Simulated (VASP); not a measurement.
Set up this calculation in VASP 6.6.1, as the native input.

```
Task                   : single point
Functional             : PBE
Potentials or basis    : VASP PAW PBE potentials, release 64 (Ti_sv, O)
Cutoff                 : 520 eV
k mesh                 : 5 × 5 × 5
Occupations            : fermi-dirac, width 0.05 eV
Spin                   : no spin polarisation
Dipole correction      : no
Further INCAR settings : ALGO = Normal; EDIFF = 1e-06; NBANDS = 60
```

The structure of TiO2 lies in POSCAR:

```
TiO2
1.0
    4.8546407823      0.0000000000     -0.0188785309
    0.0000000000      4.9046510688      0.0000000000
   -0.8898873995      0.0000000000      5.0255071896
Ti O
4 8
Direct
    0.2756722340      0.0581427335      0.2174511517
    0.7243277660      0.5581427335      0.2825488483
    0.7243277660      0.9418572665      0.7825488483
    0.2756722340      0.4418572665      0.7174511517
    0.0607792012      0.1812913216      0.8565544072
    0.9392207988      0.6812913216      0.6434455928
    0.9392207988      0.8187086784      0.1434455928
    0.0607792012      0.3187086784      0.3565544072
    0.4499802496      0.7586358649      0.4559960776
    0.5500197504      0.2586358649      0.0440039224
    0.5500197504      0.2413641351      0.5440039224
    0.4499802496      0.7413641351      0.9559960776
```

The input as run:

INCAR

```
PREC = Accurate ; ENCUT = 520
EDIFF = 1E-6 ; ISMEAR = -1
SIGMA = 0.05 ; LREAL = False
LASPH = True ; NELM = 80
ALGO = Normal ; ISIF = 2
LWAVE = False ; LCHARG = False
GGA = PE ; NBANDS = 60
```

KPOINTS

```
regular mesh
0
Gamma
  5 5 5
```

Potentials or basis: VASP PAW PBE potentials, release 64 (Ti_sv, O).

Run with:

```sh
$ cat potpaw_PBE.64/Ti_sv/POTCAR potpaw_PBE.64/O/POTCAR > POTCAR
$ mpirun -np 1 vasp_std > vasp.out
```

It gave:

The pressure is 0.8 GPa, the largest force is 0.059 eV/Å and the band gap on the k mesh is 2.35 eV (least direct gap 2.38 eV).

Caveat: an odd mesh through Γ misses points on the zone boundary, where band edges can lie.

It took 11 min on 1 thread of Intel Xeon 8259CL, with other jobs on the host, peak memory 0.34 GiB.
